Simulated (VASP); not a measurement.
# Zn (Pm-3m) in VASP: notebook

Runs on Zn. Level: PBE. Tasks: single point, relaxation of cell and atoms.

Everything below comes from runs of VASP 6.6.1. Logs are shortened: lines on timing, memory, paths and dates and some standing lists are left out, and cuts for length are marked.

## (1) The cell of the first run

Symmetry: Pm-3m, No. 221, cubic system. The conventional cell has a = 2.556 Å, b = 2.556 Å, c = 2.556 Å, α = 90.00°, β = 90.00°, γ = 90.00°. Within 3.4 Å of Zn (site symmetry m-3m) lie 6 Zn at 2.56 Å.

## (2) Single point, PBE

Contents of INCAR:

```
SYSTEM = Zn
ALGO = Normal
EDIFF = 1E-6
ENCUT = 520
GGA = PE
ISIF = 2
ISMEAR = -1
LASPH = .TRUE.
LCHARG = .FALSE.
LREAL = .FALSE.
LWAVE = .FALSE.
NBANDS = 12
NELM = 100
PREC = Accurate
SIGMA = 0.05
```

Contents of KPOINTS:

```
k-points
0
G
  9 9 9
  0 0 0
```

Contents of POSCAR:

```
Zn
1.0
    2.5560944791      0.0000000000      0.0000000000
    0.0000000000      2.5560944791      0.0000000000
    0.0000000000      0.0000000000      2.5560944791
Zn
1
Direct
    0.0000000000      0.0000000000      0.0000000000
```

Potentials or basis: VASP PAW PBE potentials, release 64 (Zn).

On the command line:

```console
cat potpaw_PBE.64/Zn/POTCAR > POTCAR
mpirun -np 1 vasp_std > vasp.out
```

OUTCAR:

```text
SYSTEM = Zn
   EDIFF = 1E-6
   ENCUT = 520
   GGA = PE
   ISIF = 2
   ISMEAR = -1
   LASPH = .TRUE.
   LREAL = .FALSE.
   NELM = 100
   PREC = Accurate

 ion  position               nearest neighbor table
   1  0.000  0.000  0.000-

  LATTYP: Found a simple cubic cell.
 ALAT       =     2.5560944791

  Lattice vectors:

 A1 = (   2.5560944791,   0.0000000000,   0.0000000000)
 A2 = (   0.0000000000,   2.5560944791,   0.0000000000)
 A3 = (   0.0000000000,   0.0000000000,   2.5560944791)

Analysis of symmetry for initial positions (statically):
=====================================================================
 Subroutine PRICEL returns:
 Original cell was already a primitive cell.

 Routine SETGRP: Setting up the symmetry group for a
 simple cubic supercell.

 Subroutine GETGRP returns: Found 48 space group operations
 (whereof 48 operations were pure point group operations)
 out of a pool of 48 trial point group operations.

The static configuration has the point symmetry O_h .

Analysis of symmetry for dynamics (positions and initial velocities):
=====================================================================
 Subroutine PRICEL returns:
 Original cell was already a primitive cell.

 Routine SETGRP: Setting up the symmetry group for a
 simple cubic supercell.

 Subroutine GETGRP returns: Found 48 space group operations
 (whereof 48 operations were pure point group operations)
 out of a pool of 48 trial point group operations.

The dynamic configuration has the point symmetry O_h .

 Subroutine INISYM returns: Found 48 space group operations
 (whereof 48 operations are pure point group operations),
 and found     1 'primitive' translations

----------------------------------------------------------------------------------------

                                     Primitive cell

  volume of cell :      16.7005

  direct lattice vectors                    reciprocal lattice vectors
     2.556094479  0.000000000  0.000000000     0.391221846  0.000000000  0.000000000
     0.000000000  2.556094479  0.000000000     0.000000000  0.391221846  0.000000000
     0.000000000  0.000000000  2.556094479     0.000000000  0.000000000  0.391221846

  length of vectors
     2.556094479  2.556094479  2.556094479     0.391221846  0.391221846  0.391221846

  position of ions in fractional coordinates (direct lattice)
     0.000000000  0.000000000  0.000000000

  ion indices of the primitive-cell ions
   primitive index   ion index
                 1           1

----------------------------------------------------------------------------------------

 KPOINTS: k-points

Automatic generation of k-mesh.
 Grid dimensions read from file:
 generate k-points for:    9    9    9

 Generating k-lattice:

  Cartesian coordinates                     Fractional coordinates (reciprocal lattice)
     0.043469094  0.000000000  0.000000000     0.111111111  0.000000000  0.000000000
     0.000000000  0.043469094  0.000000000     0.000000000  0.111111111  0.000000000
     0.000000000  0.000000000  0.043469094     0.000000000  0.000000000  0.111111111

  Length of vectors
     0.043469094  0.043469094  0.043469094

  Shift w.r.t. Gamma in fractional coordinates (k-lattice)
     0.000000000  0.000000000  0.000000000

 Subroutine IBZKPT returns following result:
 ===========================================

 Found     35 irreducible k-points:

 Following reciprocal coordinates:
            Coordinates               Weight
  0.000000  0.000000  0.000000      1.000000
  0.111111  0.000000  0.000000      6.000000
  0.222222  0.000000  0.000000      6.000000
  0.333333  0.000000  0.000000      6.000000
  0.444444  0.000000  0.000000      6.000000
  0.111111  0.111111  0.000000     12.000000
[... 16 lines left out ...]
  0.333333  0.333333  0.111111     24.000000
  0.444444  0.333333  0.111111     48.000000
 [... further k-points ...]
   k-points           NKPTS =     35   k-points in BZ     NKDIM =     35   number of bands    NBANDS=     12
   number of dos      NEDOS =    301   number of ions     NIONS =      1
   total plane-waves  NPLWV =   8000
   dimension x,y,z NGX =    20 NGY =   20 NGZ =   20
   dimension x,y,z NGXF=    40 NGYF=   40 NGZF=   40
   ions per type =               1
   NGX,Y,Z   is equivalent  to a cutoff of  13.01, 13.01, 13.01 a.u.
   NGXF,Y,Z  is equivalent  to a cutoff of  26.02, 26.02, 26.02 a.u.
 SYSTEM =  Zn
   PREC   = accura    normal or accurate (medium, high low for compatibility)
   ISTART =      0    job   : 0-new  1-cont  2-samecut
   ICHARG =      2    charge: 1-file 2-atom 10-const
   ISPIN  =      1    spin polarized calculation?
   LNONCOLLINEAR =      F non collinear calculations
   LSORBIT =      F    spin-orbit coupling
   LASPH  =      T    aspherical Exc in radial PAW
   ENCUT  =  520.0 eV  38.22 Ry    6.18 a.u.   4.75  4.75  4.75*2*pi/ulx,y,z
   NELM   =    100;   NELMIN=  2; NELMDL= -5     # of ELM steps
   EDIFF  = 0.1E-05   stopping-criterion for ELM
   LREAL  =      F    real-space projection
   EDIFFG = 0.1E-04   stopping-criterion for IOM
   NSW    =      0    number of steps for IOM
   IBRION =     -1    ionic relax: 0-MD 1-quasi-New 2-CG
   NFREE  =      0    steps in history (QN), initial steepest desc. (CG)
   ISIF   =      2    stress and relaxation
   ISYM   =      2    0-nonsym 1-usesym 2-fastsym
   POTIM  = 0.5000    time-step for ionic-motion
   TEBEG  =    0.0;   TEEND  =   0.0 temperature during run
   PSTRESS=    0.0 pullay stress
   NELECT =      12.0000    total number of electrons
   NUPDOWN=      -1.0000    fix difference up-down
   EMIN   =  10.00;   EMAX   =-10.00  energy-range for DOS
   EFERMI =   0.00;   METHOD = LEGACY
   ISMEAR =    -1;   SIGMA  =   0.05  broadening in eV -4-tet -1-fermi 0-gaus
   EFERMI_NEDOS =   21; number of points for ismear=-14 and -15
   IALGO  =     38    algorithm
   IMIX   =      4    mixing-type and parameters
     AMIX     =   0.40;   BMIX     =  1.00
     AMIX_MAG =   1.60;   BMIX_MAG =  1.00
  volume/ion in A,a.u.               =      16.70       112.70
  Fermi-wavevector in a.u.,A,eV,Ry     =   1.466307  2.770919 29.253305  2.150057
  Thomas-Fermi vector in A             =   2.582060
   LORBIT       =      0    0 simple, 1 ext, 2 COOP (PROOUT), +10 PAW based schemes
   GGA     = PE    functional components
   LHFCALC =     F    Hartree Fock is set to
   AEXX    =    0.0000 exact exchange contribution
   IVDW    =     0    specifies the selected vdW correction
   LEPSILON=     F    determine dielectric tensor
   LRPA    =     F    only Hartree local field effects (RPA)
 non-spin polarized calculation
  energy-cutoff  :      520.00
  volume of cell :       16.70
 maximum number of plane-waves:       461
 NGX is ok and might be reduce to    20
   NGX =  9   NGY =  9   NGZ =  9

 number of electron      11.9999988 magnetization

 Free energy of the ion-electron system (eV)
  ---------------------------------------------------
  ext. energy  EPLUGINS =         0.00000000
  ---------------------------------------------------
  free energy    TOTEN  =        -0.85813699 eV

  energy without entropy =       -0.85295330  energy(sigma->0) =       -0.85554514

 E-fermi :   2.1694     XC(G=0): -10.9988

 val. band max:        2.1275203040   @ k =   0.4444   0.2222   0.1111
 cond. band min:       2.1951520319   @ k =   0.4444   0.4444   0.0000
 fundamental gap:      0.0676317279
 Fermi energy:         2.1694246938

 k-point     1 :       0.0000    0.0000    0.0000
  band No.  band energies     occupation
      1      -7.2541      2.00000
      2      -5.8655      2.00000
      3      -5.8655      2.00000
      4      -4.5257      2.00000
      5      -4.5257      2.00000
      6      -4.5257      2.00000
      7      15.2193      0.00000
      8      15.2193      0.00000
      9      15.2193      0.00000
     10      18.1876      0.00000
     11      18.1876      0.00000
     12      21.2590      0.00000

 k-point     2 :       0.1111    0.0000    0.0000
  band No.  band energies     occupation
      1      -6.9693      2.00000
      2      -5.8485      2.00000
      3      -5.7760      2.00000
      4      -4.5733      2.00000
      5      -4.5733      2.00000
      6      -4.5217      2.00000
      7      11.9102      0.00000
      8      15.5602      0.00000
      9      15.5602      0.00000
     10      18.3968      0.00000
     11      20.0079      0.00000
     12      23.3844      0.00000

 k-point     3 :       0.2222    0.0000    0.0000
  band No.  band energies     occupation
      1      -6.2777      2.00000
      2      -5.8051      2.00000
      3      -5.3744      2.00000
      4      -4.6916      2.00000
      5      -4.6916      2.00000
      6      -4.5116      2.00000
      7       7.7631      0.00000
      8      16.5488      0.00000
      9      16.5488      0.00000
     10      19.0338      0.00000
     11      20.8004      0.00000
     12      28.4993      0.00000
[... 286 lines left out ...]
 k-point    23 :       0.3333    0.3333    0.1111
  band No.  band energies     occupation
      1      -5.4991      2.00000
      2      -5.4612      2.00000
      3      -4.8849      2.00000
      4      -4.8816      2.00000
      5      -4.7273      2.00000
      6      -1.3618      2.00000
      7       5.7959      0.00000
      8       8.0028      0.00000
      9      14.8757      0.00000
     10      17.5649      0.00000
     11      24.6061      0.00000
     12      24.8653      0.00000

 k-point    24 :       0.4444    0.3333    0.1111
  band No.  band energies     occupation
      1      -5.6115      2.00000
      2      -5.4208      2.00000
      3      -4.9561      2.00000
      4      -4.8601      2.00000
      5      -4.5536      2.00000
      6       0.6574      2.00000
      7       3.3804      0.00000
      8       8.9636      0.00000
      9      12.1983      0.00000
     10      19.3485      0.00000
     11      21.9460      0.00000
     12      26.5983      0.00000

 [... further k-points ...]
[... 5 lines left out ...]
  --------------------------------------------------------------------------------------
  -------------------------------------------------------------------------------------
  Total        0.5473200      0.5473200      0.5473200     -0.0000000      0.0000000      0.0000000
  in kB       52.5074781     52.5074781     52.5074781     -0.0000000      0.0000000      0.0000000
  external PRESSURE =      52.5074781 kB  Pullay stress =       0.0000000 kB

 VOLUME and BASIS-vectors are now :
 -----------------------------------------------------------------------------
  energy-cutoff  :      520.00
  volume of cell :       16.70
      direct lattice vectors                 reciprocal lattice vectors
     2.556094479  0.000000000  0.000000000     0.391221846  0.000000000  0.000000000
     0.000000000  2.556094479  0.000000000     0.000000000  0.391221846  0.000000000
     0.000000000  0.000000000  2.556094479     0.000000000  0.000000000  0.391221846

 POSITION                                       TOTAL-FORCE (eV/Angst)
 -----------------------------------------------------------------------------------
      0.00000      0.00000      0.00000         0.000000      0.000000      0.000000
 -----------------------------------------------------------------------------------
    total drift:                                0.000000      0.000000      0.000000

  FREE ENERGIE OF THE ION-ELECTRON SYSTEM (eV)
  ---------------------------------------------------
  free  energy   TOTEN  =        -0.8581369856 eV

  energy  without entropy=       -0.8529533040  energy(sigma->0) =       -0.85554514
```

Wall time 3.3 s (1 thread of Intel Xeon 6975P-C (Granite Rapids), shared host); peak memory 0.11 GiB.

Results:

* Free energy: -0.8581 eV
* Pressure: 5.3 GPa
* Band gap on the k mesh: zero (band 6 reaches 6.44 eV, above the bottom of band 7 at 0.75 eV)

## (3) Single point, PBE

This run uses another cell than the first one, of 18.10 Å³/atom, 1.084 times its volume.

Contents of INCAR:

```
PREC = Accurate
ENCUT = 520
EDIFF = 1E-7
ISMEAR = -1
SIGMA = 0.05
LREAL = False
LASPH = True
NELM = 80
ALGO = Normal
ISIF = 2
LWAVE = False
LCHARG = False
GGA = PE
NBANDS = 12
```

Contents of KPOINTS:

```
Automatic mesh
0
Gamma
  9 9 9
```

Contents of POSCAR:

```
Zn
1.0
    2.6254384708      0.0000000000      0.0000000000
    0.0000000000      2.6254384708      0.0000000000
    0.0000000000      0.0000000000      2.6254384708
Zn
1
Direct
    0.0000000000      0.0000000000      0.0000000000
```

Potentials or basis: VASP PAW PBE potentials, release 64 (Zn).

On the command line:

```console
cat potpaw_PBE.64/Zn/POTCAR > POTCAR
mpirun -np 1 vasp_std > vasp.out
```

Wall time 3.8 s (1 thread of Intel Xeon 6975P-C (Granite Rapids), shared host); peak memory 0.12 GiB.

The run converged. Its results:

| Quantity | Value |
| --- | --- |
| Free energy | -0.8806 eV |
| Pressure | 0.3 GPa |
| Band gap on the k mesh | zero (band 6 reaches 5.68 eV, above the bottom of band 7 at 0.33 eV) |

Levels at points of the mesh, in eV from the Fermi level:
| k point | band 4 | band 5 | band 6 | band 7 | band 8 | band 9 |
| --- | --- | --- | --- | --- | --- | --- |
| (0.00, 0.00, 0.00) | -6.64 | -6.64 | -6.64 | 12.36 | 12.36 | 12.36 |

## (4) Relaxation of cell and atoms, PBE

This run uses another cell than the first one, of 16.78 Å³/atom, 1.005 times its volume.

Contents of INCAR:

```
SYSTEM = Zn
PREC = Accurate
ENCUT = 600
EDIFF = 1E-6
ISMEAR = -1
SIGMA = 0.05
LREAL = .FALSE.
LASPH = .TRUE.
NELM = 100
ALGO = Normal
ISIF = 3
LWAVE = .FALSE.
LCHARG = .FALSE.
GGA = PE
IBRION = 2
NSW = 80
EDIFFG = -0.02
```

Contents of KPOINTS:

```
Automatic mesh
0
G
  9 9 9
  0 0 0
```

Contents of POSCAR:

```
Zn
1.0
    2.5600000000      0.0000000000      0.0000000000
    0.0000000000      2.5600000000      0.0000000000
    0.0000000000      0.0000000000      2.5600000000
Zn
1
Direct
    0.0000000000      0.0000000000      0.0000000000
```

Potentials or basis: VASP PAW PBE potentials, release 64 (Zn).

On the command line:

```console
cat potpaw_PBE.64/Zn/POTCAR > POTCAR
mpirun -np 1 vasp_std > vasp.out
```

OUTCAR:

```text
SYSTEM = Zn
   PREC = Accurate
   ENCUT = 600
   EDIFF = 1E-6
   ISMEAR = -1
   LREAL = .FALSE.
   LASPH = .TRUE.
   NELM = 100
   ISIF = 3
   GGA = PE
   IBRION = 2
   NSW = 80
   EDIFFG = -0.02

 ion  position               nearest neighbor table
   1  0.000  0.000  0.000-

  LATTYP: Found a simple cubic cell.
 ALAT       =     2.5600000000

  Lattice vectors:

 A1 = (   2.5600000000,   0.0000000000,   0.0000000000)
 A2 = (   0.0000000000,   2.5600000000,   0.0000000000)
 A3 = (   0.0000000000,   0.0000000000,   2.5600000000)

Analysis of symmetry for initial positions (statically):
=====================================================================
 Subroutine PRICEL returns:
 Original cell was already a primitive cell.

 Routine SETGRP: Setting up the symmetry group for a
 simple cubic supercell.

 Subroutine GETGRP returns: Found 48 space group operations
 (whereof 48 operations were pure point group operations)
 out of a pool of 48 trial point group operations.

The static configuration has the point symmetry O_h .

[... 165 lines left out ...]
  -------------------------------------------------------------------------------------
  Total        0.5088816      0.5088816      0.5088816     -0.0000000     -0.0000000      0.0000000
  in kB       48.5967780     48.5967780     48.5967780     -0.0000000     -0.0000000      0.0000000
  external PRESSURE =      48.5967780 kB  Pullay stress =       0.0000000 kB
[... 57 lines left out ...]
--------------------------------------- Ionic step        3  -------------------------------------------

 number of electron      12.0000007 magnetization

 Free energy of the ion-electron system (eV)
  ---------------------------------------------------
  ext. energy  EPLUGINS =         0.00000000
  ---------------------------------------------------
  free energy    TOTEN  =        -0.87997887 eV

  energy without entropy =       -0.87450002  energy(sigma->0) =       -0.87723945

 E-fermi :   1.6784     XC(G=0): -10.5804

 val. band max:        1.6760338295   @ k =   0.4444   0.4444   0.0000
 cond. band min:       1.9545032537   @ k =   0.4444   0.4444   0.1111
 fundamental gap:      0.2784694242
 Fermi energy:         1.6783723034

 k-point     1 :       0.0000    0.0000    0.0000
  band No.  band energies     occupation
      1      -7.1880      2.00000
      2      -6.1104      2.00000
      3      -6.1104      2.00000
      4      -4.9614      2.00000
      5      -4.9614      2.00000
      6      -4.9614      2.00000
      7      14.0025      0.00000
      8      14.0025      0.00000
      9      14.0025      0.00000
     10      16.9140      0.00000
[... 287 lines left out ...]
 k-point    24 :       0.4444    0.3333    0.1111
  band No.  band energies     occupation
      1      -5.8699      2.00000
      2      -5.7235      2.00000
      3      -5.3264      2.00000
      4      -5.2438      2.00000
      5      -4.9763      2.00000
      6       0.1892      2.00000
      7       2.8491      0.00000
      8       7.9714      0.00000
      9      11.2797      0.00000
     10      17.8224      0.00000

 [... further k-points ...]
[... 5 lines left out ...]
  --------------------------------------------------------------------------------------
  -------------------------------------------------------------------------------------
  Total        0.0024097      0.0024097      0.0024097     -0.0000000      0.0000000     -0.0000000
  in kB        0.2124907      0.2124907      0.2124907     -0.0000000      0.0000000     -0.0000000
  external PRESSURE =       0.2124907 kB  Pullay stress =       0.0000000 kB
[... 16 lines left out ...]
  FREE ENERGIE OF THE ION-ELECTRON SYSTEM (eV)
  ---------------------------------------------------
  free  energy   TOTEN  =        -0.8799788681 eV

  energy  without entropy=       -0.8745000241  energy(sigma->0) =       -0.87723945

 reached required accuracy - stopping structural energy minimisation
```

Wall time 6.1 s (1 thread of Intel Xeon 6975P-C (Granite Rapids), shared host); peak memory 0.12 GiB.

What came out:

* Free energy: -0.8800 eV
* Relaxed volume: 18.17 Å³/atom
* Relaxed cell: a = 2.629 Å, b = 2.629 Å, c = 2.629 Å, α = 90.00°, β = 90.00°, γ = 90.00°
* Space group after relaxing (to 0.05 Å): Pm-3m (No. 221)
* Energy gained by relaxing: 19.6 meV/atom
* Ionic steps: 3
* Pressure after relaxing: 0.0 GPa
* Band gap on the k mesh: zero (band 6 reaches 5.65 eV, above the bottom of band 7 at 0.31 eV)

Step by step:
| step | energy change (eV) | largest force (eV/Å) | pressure (GPa) | volume (Å³) |
| --- | --- | --- | --- | --- |
| 1 | 0.0000 | 0.0000 | 4.86 | 16.78 |
| 2 | -0.0195 | 0.0000 | 0.35 | 18.04 |
| 3 | -0.0196 | 0.0000 | 0.02 | 18.17 |

Final structure:
```xyz
1
Lattice="2.6289 0.0000 0.0000 0.0000 2.6289 0.0000 0.0000 0.0000 2.6289" Properties=species:S:1:pos:R:3 pbc="T T T"
Zn    0.0000    0.0000    0.0000
```

Levels at points of the mesh, in eV from the Fermi level:
| k point | band 4 | band 5 | band 6 | band 7 | band 8 | band 9 |
| --- | --- | --- | --- | --- | --- | --- |
| (0.00, 0.00, 0.00) | -6.64 | -6.64 | -6.64 | 12.32 | 12.32 | 12.32 |

(Continued in part 2 of 2.)
